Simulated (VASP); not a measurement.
The system is Eu.

```
Eu
1.0
     3.94467    0.00000    0.00000
     1.97233    3.41618    0.00000
     1.97233    1.13873    3.22081
Eu
1
Direct
  0.00000 0.00000 0.00000
```

Base run:

```yaml
Program: VASP 6.6.1
Functional: BLYP
Potentials_or_basis: VASP PAW PBE potentials, release 64 (Eu)
Cutoff: 520 eV
k_mesh: 9 × 9 × 9
Occupations: fermi-dirac, width 0.1 eV
Spin: collinear spin, ferromagnetic start
Starting_moments: "[9.1] μB"
```

Its results: pressure 0.1 GPa; net moment 7.29 μB per cell; site moments Eu +6.70 μB.

The run is repeated on the same cell with these changes: functional from BLYP to PBEsol. What comes out?

Pressure -2.0 GPa; net moment 7.43 μB per cell; site moments Eu +6.71 μB.

PBEsol binds more tightly than BLYP, so the same cell stands under less pressure.

Caveats: the PAW data sets were made with another functional, which shifts forces and pressure a little.
